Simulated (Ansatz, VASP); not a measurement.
Two plane-wave programs on Ti

INCAR

```
SYSTEM = Ti
PREC = Accurate ; ENCUT = 520
EDIFF = 1E-7 ; ISMEAR = 0
SIGMA = 0.15 ; LREAL = .FALSE.
LASPH = .TRUE. ; NELM = 100
ALGO = Normal ; ISIF = 2
LWAVE = .FALSE. ; LCHARG = .FALSE.
GGA = PS ; NBANDS = 12
```

Contents of KPOINTS:

```
Automatic mesh
0
G
  20 20 20
  0 0 0
```

POSCAR

```
Ti
1.0
    0.0000000000      2.1112000000      2.1112000000
    2.1112000000      0.0000000000      2.1112000000
    2.1112000000      2.1112000000      0.0000000000
Ti
1
Direct
    0.0000000000      0.0000000000      0.0000000000
```

Input for Ansatz:

```yaml
crystal:
  lattice:
    - [0.0, 2.1112, 2.1112]
    - [2.1112, 0.0, 2.1112]
    - [2.1112, 2.1112, 0.0]
  atoms:
    - { symbol: Ti, position: [0.0, 0.0, 0.0] }
basis:
  ecutwfc: 420
kpoints:
  mp_grid: { grid: [20, 20, 20] }
hamiltonian:
  xc: pbesol
scf:
  occupations: { method: gaussian, width: 0.15 }
output:
  forces: true
  stress: true
  eigenvalues: true
```

Change from the starting cell: strain +0.040 along x and y, +0.040 along z, atoms carried along.

Alike in both runs: task single point; functional PBEsol; k mesh 20 × 20 × 20; occupations gaussian, width 0.15 eV; no spin polarisation.

|  | VASP | Ansatz |
| --- | --- | --- |
| version | VASP 6.6.1 | Ansatz 0.2.0 |
| potentials or method | VASP PAW PBE potentials, release 64 (Ti_sv), cutoff 520 eV | scalar-relativistic, plane waves, PAW |
| valence electrons in the cell | 12 | 12 |

```csv
,VASP,Ansatz,Ansatz less VASP
gap on the k mesh at the Fermi level (eV),none,none,-
pressure (GPa),-11.3,-11.2,+0.12
```

VASP's potentials were made for PBE, not for PBEsol. A gap of «none» marks a metal or a gap that the smearing closes. With one functional, cell and mesh, what is left measures potentials, basis and numerics.
